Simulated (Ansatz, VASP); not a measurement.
## SrScS2 in VASP and in Ansatz

```xyz
8
Lattice="3.8880 0.0000 0.0000 0.0000 4.9356 0.0000 0.0000 0.0000 9.3820" Properties=species:S:1:pos:R:3 pbc="T T T"
Sr    0.9720    3.7017    3.2024
Sr    2.9160    1.2339    6.1795
Sc    2.9160    1.2339    0.7351
Sc    0.9720    3.7017    8.6469
S     2.9160    3.7017    0.8919
S     0.9720    1.2339    8.4901
S     2.9160    1.2339    3.2892
S     0.9720    3.7017    6.0927
```

Alike in both runs: functional PBEsol; k mesh 4 × 4 × 2; no spin polarisation.

Ansatz relaxed the structure, and its values are those at the end. VASP's run is a single point on that final structure, the one shown.

|  | VASP | Ansatz |
| --- | --- | --- |
| version | VASP 6.6.1 | Ansatz 0.2.0 |
| potentials or method | VASP PAW PBE potentials, release 64 (Sr_sv, Sc_sv, S), cutoff 520 eV | PAW plane waves |
| occupations | fermi-dirac, width 0.1 eV | fermi-dirac |
| valence electrons in the cell | 66 | 66 |

Ansatz gave:

```
gap on the k mesh at the Fermi level (eV) : none
pressure (GPa)                            : 0.0
rms of the force components (eV/Å)        : 0.002
```

Problem. Estimate VASP's values.

Solution. gap on the k mesh at the Fermi level (eV): none; pressure (GPa): 0.2; rms of the force components (eV/Å): 0.004.

VASP's potentials were made for PBE, not for PBEsol. A gap of «none» marks a metal or a gap that the smearing closes.

The k mesh is coarse, so the values compare programs but aren't converged.
